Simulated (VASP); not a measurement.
Input of a VASP 6.6.1 run:

POSCAR

```
InP
1.0
    0.0000000000      2.9537876348      2.8651740058
    2.9537876348      0.0000000000      2.8651740058
    2.9537876348      2.9537876348      0.0000000000
In P
1 1
Direct
    0.0000000000      0.0000000000      0.0000000000
    0.2500000000      0.2500000000      0.2500000000
```

The input INCAR.step1:

```
SYSTEM = InP
PREC = Accurate ; ENCUT = 520
ISMEAR = -1 ; SIGMA = 0.02
LREAL = .False. ; LASPH = .True.
NELM = 150 ; MAGMOM = 0 0 0 0 0 0
LSORBIT = .True. ; GGA_COMPAT = .False.
NBANDS = 30 ; GGA = PE
ALGO = Normal ; EDIFF = 1E-4
LWAVE = .True. ; LCHARG = .False.
```

File INCAR.step2:

```
SYSTEM = InP
PREC = Accurate ; ENCUT = 520
EDIFF = 1E-6 ; ISMEAR = -1
SIGMA = 0.02 ; LREAL = .False.
LASPH = .True. ; NELM = 150
ALGO = Normal ; ISIF = 2
LWAVE = .False. ; LCHARG = .True.
MAGMOM = 0 0 0 0 0 0 ; LORBIT = 11
LSORBIT = .True. ; GGA_COMPAT = .False.
LORBMOM = .True. ; METAGGA = R2SCAN
LMIXTAU = .True. ; LVHAR = .True.
NBANDS = 30 ; ISTART = 1
```

The input KPOINTS:

```
regular mesh
0
Gamma
  8 8 8
  0 0 0
```

Potentials or basis: VASP PAW PBE potentials, release 64 (In_d, P).

The run is started by

```console
$ cat potpaw_PBE.64/In_d/POTCAR potpaw_PBE.64/P/POTCAR > POTCAR
$ cp INCAR.step1 INCAR
$ mpirun -np 1 vasp_ncl > vasp.out
$ cp INCAR.step2 INCAR
$ mpirun -np 1 vasp_ncl > vasp.out
```

Problem. Predict the net moment.

Solution. 0.00 μB per cell.

Problem. What does it give for the pressure?

Solution. 2.0 GPa.

Moments on the atoms (μB; x, y, z):
```
In  0.00 0.00 0.00
P   0.00 0.00 0.00
```

Caveat: the cell differs from its parent crystal (uniaxial z strain -3.0%); the PAW data sets were made with another functional, which shifts forces and pressure a little.
